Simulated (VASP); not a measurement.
# Ir (Fm-3m) in VASP: further runs, part 2 of 2

VASP 6.6.1. The steps go on from the part before.

### Step 4. Single point, PBEsol

This run uses another cell than the first one, of 13.40 Å³/atom, 0.969 times its volume.

Contents of INCAR:

```
PREC = Accurate ; ENCUT = 500
EDIFF = 1E-6 ; ISMEAR = -1
SIGMA = 0.05 ; LREAL = F
LASPH = T ; NELM = 120
ALGO = Normal ; ISIF = 2
LWAVE = F ; LCHARG = F
GGA = PS ; NBANDS = 14
GGA_COMPAT = F
```

Contents of KPOINTS:

```
regular mesh
0
Gamma
  12 12 12
```

Contents of POSCAR:

```
Ir
1.0
    0.0000000000      1.8853822143      1.8853822143
    1.8853822143      0.0000000000      1.8853822143
    1.8853822143      1.8853822143      0.0000000000
Ir
1
Direct
    0.0000000000      0.0000000000      0.0000000000
```

Potentials or basis: VASP PAW PBE potentials, release 64 (Ir_sv_GW).

Command:

```bash
$ cat potpaw_PBE.64/Ir_sv_GW/POTCAR > POTCAR
$ mpirun -np 1 vasp_std > vasp.out
```

OUTCAR:

```text
PREC = Accurate
   ENCUT = 500
   EDIFF = 1E-6
   ISMEAR = -1
   LREAL = F
   LASPH = T
   NELM = 120
   ISIF = 2
   GGA = PS

 ion  position               nearest neighbor table
   1  0.000  0.000  0.000-

  LATTYP: Found a face centered cubic cell.
 ALAT       =     3.7707644286

  Lattice vectors:

 A1 = (   0.0000000000,   1.8853822143,   1.8853822143)
 A2 = (   1.8853822143,   0.0000000000,   1.8853822143)
 A3 = (   1.8853822143,   1.8853822143,   0.0000000000)

Analysis of symmetry for initial positions (statically):
[... 5 lines left out ...]
 face centered cubic supercell.

 Subroutine GETGRP returns: Found 48 space group operations
 (whereof 48 operations were pure point group operations)
 out of a pool of 48 trial point group operations.

The static configuration has the point symmetry O_h .

Analysis of symmetry for dynamics (positions and initial velocities):
[... 5 lines left out ...]
 face centered cubic supercell.

 Subroutine GETGRP returns: Found 48 space group operations
 (whereof 48 operations were pure point group operations)
 out of a pool of 48 trial point group operations.

The dynamic configuration has the point symmetry O_h .

 Subroutine INISYM returns: Found 48 space group operations
 (whereof 48 operations are pure point group operations),
 and found     1 'primitive' translations

----------------------------------------------------------------------------------------

                                     Primitive cell

  volume of cell :      13.4038

  direct lattice vectors                    reciprocal lattice vectors
     0.000000000  1.885382214  1.885382214    -0.265198216  0.265198216  0.265198216
     1.885382214  0.000000000  1.885382214     0.265198216 -0.265198216  0.265198216
     1.885382214  1.885382214  0.000000000     0.265198216  0.265198216 -0.265198216

  length of vectors
     2.666333098  2.666333098  2.666333098     0.459336784  0.459336784  0.459336784

  position of ions in fractional coordinates (direct lattice)
     0.000000000  0.000000000  0.000000000

  ion indices of the primitive-cell ions
   primitive index   ion index
                 1           1

----------------------------------------------------------------------------------------

 KPOINTS: regular mesh

Automatic generation of k-mesh.
 Grid dimensions read from file:
 generate k-points for:   12   12   12

 Generating k-lattice:

  Cartesian coordinates                     Fractional coordinates (reciprocal lattice)
    -0.022099851  0.022099851  0.022099851     0.083333333  0.000000000  0.000000000
     0.022099851 -0.022099851  0.022099851     0.000000000  0.083333333  0.000000000
     0.022099851  0.022099851 -0.022099851     0.000000000  0.000000000  0.083333333

  Length of vectors
     0.038278065  0.038278065  0.038278065

  Shift w.r.t. Gamma in fractional coordinates (k-lattice)
     0.000000000  0.000000000  0.000000000

 Subroutine IBZKPT returns following result:
 ===========================================

 Found     72 irreducible k-points:

 Following reciprocal coordinates:
            Coordinates               Weight
  0.000000  0.000000  0.000000      1.000000
  0.083333  0.000000  0.000000      8.000000
  0.166667  0.000000  0.000000      8.000000
  0.250000  0.000000  0.000000      8.000000
  0.333333  0.000000  0.000000      8.000000
  0.416667  0.000000  0.000000      8.000000
[... 16 lines left out ...]
  0.500000  0.166667  0.000000     24.000000
 -0.416667  0.166667  0.000000     24.000000
 [... further k-points ...]
   k-points           NKPTS =     72   k-points in BZ     NKDIM =     72   number of bands    NBANDS=     14
   number of dos      NEDOS =    301   number of ions     NIONS =      1
   total plane-waves  NPLWV =   8000
   dimension x,y,z NGX =    20 NGY =   20 NGZ =   20
   dimension x,y,z NGXF=    40 NGYF=   40 NGZF=   40
   ions per type =               1
   NGX,Y,Z   is equivalent  to a cutoff of  12.47, 12.47, 12.47 a.u.
   NGXF,Y,Z  is equivalent  to a cutoff of  24.94, 24.94, 24.94 a.u.
 SYSTEM =  unknown system
   PREC   = accura    normal or accurate (medium, high low for compatibility)
   ISTART =      0    job   : 0-new  1-cont  2-samecut
   ICHARG =      2    charge: 1-file 2-atom 10-const
   ISPIN  =      1    spin polarized calculation?
   LNONCOLLINEAR =      F non collinear calculations
   LSORBIT =      F    spin-orbit coupling
   LASPH  =      T    aspherical Exc in radial PAW
   ENCUT  =  500.0 eV  36.75 Ry    6.06 a.u.   4.86  4.86  4.86*2*pi/ulx,y,z
   NELM   =    120;   NELMIN=  2; NELMDL= -5     # of ELM steps
   EDIFF  = 0.1E-05   stopping-criterion for ELM
   LREAL  =      F    real-space projection
   EDIFFG = 0.1E-04   stopping-criterion for IOM
   NSW    =      0    number of steps for IOM
   IBRION =     -1    ionic relax: 0-MD 1-quasi-New 2-CG
   NFREE  =      0    steps in history (QN), initial steepest desc. (CG)
   ISIF   =      2    stress and relaxation
   ISYM   =      2    0-nonsym 1-usesym 2-fastsym
   POTIM  = 0.5000    time-step for ionic-motion
   TEBEG  =    0.0;   TEEND  =   0.0 temperature during run
   PSTRESS=    0.0 pullay stress
   NELECT =      17.0000    total number of electrons
   NUPDOWN=      -1.0000    fix difference up-down
   EMIN   =  10.00;   EMAX   =-10.00  energy-range for DOS
[... 5 lines left out ...]
     AMIX     =   0.40;   BMIX     =  1.00
     AMIX_MAG =   1.60;   BMIX_MAG =  1.00
  volume/ion in A,a.u.               =      13.40        90.45
  Fermi-wavevector in a.u.,A,eV,Ry     =   1.772074  3.348733 42.725621  3.140245
  Thomas-Fermi vector in A             =   2.838538
   LORBIT       =      0    0 simple, 1 ext, 2 COOP (PROOUT), +10 PAW based schemes
   GGA     = PS    functional components
   LHFCALC =     F    Hartree Fock is set to
   AEXX    =    0.0000 exact exchange contribution
   IVDW    =     0    specifies the selected vdW correction
   LEPSILON=     F    determine dielectric tensor
   LRPA    =     F    only Hartree local field effects (RPA)
 non-spin polarized calculation
  energy-cutoff  :      500.00
  volume of cell :       13.40
 maximum number of plane-waves:       360
   NGX =  9   NGY =  9   NGZ =  9

 number of electron      17.0000000 magnetization

 Free energy of the ion-electron system (eV)
  ---------------------------------------------------
  ext. energy  EPLUGINS =         0.00000000
  ---------------------------------------------------
  free energy    TOTEN  =       -10.37933961 eV

  energy without entropy =      -10.37502218  energy(sigma->0) =      -10.37718090

 E-fermi :  13.8609     XC(G=0): -15.0577

 val. band max:       13.8608873983   @ k =  -0.2500   0.0833   0.0000
 cond. band min:      13.9276051661   @ k =   0.4167   0.4167   0.0000
 fundamental gap:      0.0667177679
 Fermi energy:        13.8609148249

 k-point     1 :       0.0000    0.0000    0.0000
  band No.  band energies     occupation
      1     -79.3530      2.00000
      2     -35.6996      2.00000
      3     -35.6996      2.00000
      4     -35.6996      2.00000
      5       2.0645      2.00000
      6       9.5856      2.00000
      7       9.5856      2.00000
      8       9.5856      2.00000
      9      12.5340      2.00000
     10      12.5340      2.00000
     11      27.2306      0.00000
     12      33.0373      0.00000
     13      33.0373      0.00000
     14      33.0373      0.00000

 k-point     2 :       0.0833    0.0000    0.0000
  band No.  band energies     occupation
      1     -79.3474      2.00000
      2     -35.7666      2.00000
      3     -35.7086      2.00000
      4     -35.7086      2.00000
      5       2.3914      2.00000
      6       9.4083      2.00000
      7       9.7251      2.00000
      8       9.7251      2.00000
      9      12.4407      2.00000
     10      12.4407      2.00000
     11      27.8063      0.00000
     12      31.7433      0.00000
     13      33.5979      0.00000
     14      33.5979      0.00000
[... 343 lines left out ...]
      1     -79.2617      2.00000
      2     -36.5583      2.00000
      3     -35.9752      2.00000
      4     -35.8878      2.00000
      5       6.0319      2.00000
      6       8.6032      2.00000
      7      10.2137      2.00000
      8      10.4804      2.00000
      9      14.9144      0.00000
     10      17.1852      0.00000
     11      21.7929      0.00000
     12      28.9233      0.00000
     13      32.1913      0.00000
     14      32.9480      0.00000

 k-point    24 :      -0.4167    0.1667    0.0000
  band No.  band energies     occupation
      1     -79.2608      2.00000
      2     -36.5676      2.00000
      3     -36.0077      2.00000
      4     -35.8686      2.00000
      5       6.1089      2.00000
      6       8.6279      2.00000
      7      10.3568      2.00000
      8      10.5791      2.00000
      9      14.3206      0.00020
     10      17.8109      0.00000
     11      21.5201      0.00000
     12      28.8364      0.00000
     13      31.4375      0.00000
     14      33.4535      0.00000

 [... further k-points ...]
[... 5 lines left out ...]
  --------------------------------------------------------------------------------------
  -------------------------------------------------------------------------------------
  Total        1.3846162      1.3846162      1.3846162     -0.0000000      0.0000000     -0.0000000
  in kB      165.5052560    165.5052560    165.5052560     -0.0000000      0.0000000     -0.0000000
  external PRESSURE =     165.5052560 kB  Pullay stress =       0.0000000 kB

 VOLUME and BASIS-vectors are now :
 -----------------------------------------------------------------------------
  energy-cutoff  :      500.00
  volume of cell :       13.40
      direct lattice vectors                 reciprocal lattice vectors
     0.000000000  1.885382214  1.885382214    -0.265198216  0.265198216  0.265198216
     1.885382214  0.000000000  1.885382214     0.265198216 -0.265198216  0.265198216
     1.885382214  1.885382214  0.000000000     0.265198216  0.265198216 -0.265198216

 POSITION                                       TOTAL-FORCE (eV/Angst)
 -----------------------------------------------------------------------------------
      0.00000      0.00000      0.00000         0.000000      0.000000      0.000000
 -----------------------------------------------------------------------------------
    total drift:                                0.000000     -0.000000     -0.000000

  FREE ENERGIE OF THE ION-ELECTRON SYSTEM (eV)
  ---------------------------------------------------
  free  energy   TOTEN  =       -10.3793396125 eV

  energy  without entropy=      -10.3750221812  energy(sigma->0) =      -10.37718090
```

OSZICAR:

```text
N       E                     dE             d eps       ncg     rms          rms(c)
DAV:   1     0.103299566855E+03    0.10330E+03   -0.11173E+04  2080   0.123E+03
DAV:   2    -0.100835501523E+02   -0.11338E+03   -0.10874E+03  2562   0.384E+02
DAV:   3    -0.115381846755E+02   -0.14546E+01   -0.14523E+01  2178   0.405E+01
DAV:   4    -0.115400509054E+02   -0.18662E-02   -0.18662E-02  2394   0.176E+00
DAV:   5    -0.115400541663E+02   -0.32609E-05   -0.32592E-05  2226   0.685E-02    0.791E+01
DAV:   6    -0.104978230568E+02    0.10422E+01   -0.13138E+00  2112   0.124E+01    0.432E+01
DAV:   7    -0.104008934749E+02    0.96930E-01   -0.47214E-01  2262   0.692E+00    0.691E+00
DAV:   8    -0.103794747190E+02    0.21419E-01   -0.75541E-02  2052   0.343E+00    0.735E-01
DAV:   9    -0.103794617430E+02    0.12976E-04   -0.83180E-04  2220   0.334E-01    0.253E-01
DAV:  10    -0.103793418446E+02    0.11990E-03   -0.21320E-04  2190   0.210E-01    0.130E-01
DAV:  11    -0.103793395451E+02    0.22994E-05   -0.76365E-06  2232   0.353E-02    0.323E-02
DAV:  12    -0.103793396125E+02   -0.67394E-07   -0.20879E-07  1074   0.498E-03
   1 F= -.10379340E+02 E0= -.10377181E+02  d E =-.431743E-02
```

stdout:

```text
POSCAR found type information on POSCAR Ir
 POSCAR found :  1 types and       1 ions
 scaLAPACK will be used
 -----------------------------------------------------------------------------
|                                                                             |
|                                                                             |
|     You enforced a specific xc type in the INCAR file but a different       |
|     I HOPE YOU KNOW WHAT YOU ARE DOING!                                     |
|                                                                             |
 -----------------------------------------------------------------------------

 LDA part: xc-table for (Slater+PW92), standard interpolation
 POSCAR, INCAR and KPOINTS ok, starting setup
 FFT: planning ... GRIDC
 FFT: planning ... GRID_SOFT
 FFT: planning ... GRID
 WAVECAR not read
 entering main loop
```

Run time: 14 s. Hardware: 1 thread of Intel Xeon Platinum 8259CL at 2.50GHz (Skylake/Cascade Lake), shared host; peak memory 0.14 GiB.

Results:

```
Free energy : -10.3793 eV
Pressure    : 16.6 GPa
```

Levels at points of the mesh, in eV from the Fermi level:
```
           k point  band 6  band 7  band 8  band 9  band 10  band 11
(0.00, 0.00, 0.00)   -4.28   -4.28   -4.28   -1.33    -1.33    13.37
(0.50, 0.00, 0.00)   -4.39   -4.39   -0.97    0.97     0.97     7.78
(0.50, 0.50, 0.00)   -8.01    0.94    1.60    1.60     1.62    11.23
```

Caveat: the PAW data sets were made with another functional, which shifts forces and pressure a little; spin-orbit coupling is left out, which moves the levels of the heavy elements.

### Step 5. The runs side by side

| level | cell | gap on the mesh (eV) | pressure (GPa) |
| --- | --- | --- | --- |
| PBEsol+D4 | a = 2.695 Å, angles 60.0°, 1 atom | none | -3.3 |
| RPBE+D3(BJ) | a = 2.637 Å, angles 60.0°, 1 atom | none | -3.8 |
| PBEsol | a = 2.666 Å, angles 60.0°, 1 atom | none | 16.6 |

Alike in all rows: task single point; potentials or basis VASP PAW PBE potentials, release 64 (Ir_sv_GW); no spin polarisation; k mesh 12 × 12 × 12; cutoff (eV) 500; smearing fermi-dirac 0.05 eV.

Caveats: the PAW data sets were made with another functional, which shifts forces and pressure a little; spin-orbit coupling is left out, which moves the levels of the heavy elements; pairwise dispersion overbinds metals, which lowers pressure and volume (some runs).

Total energies depend on the potentials used, so only differences within one code and one set of settings carry meaning.
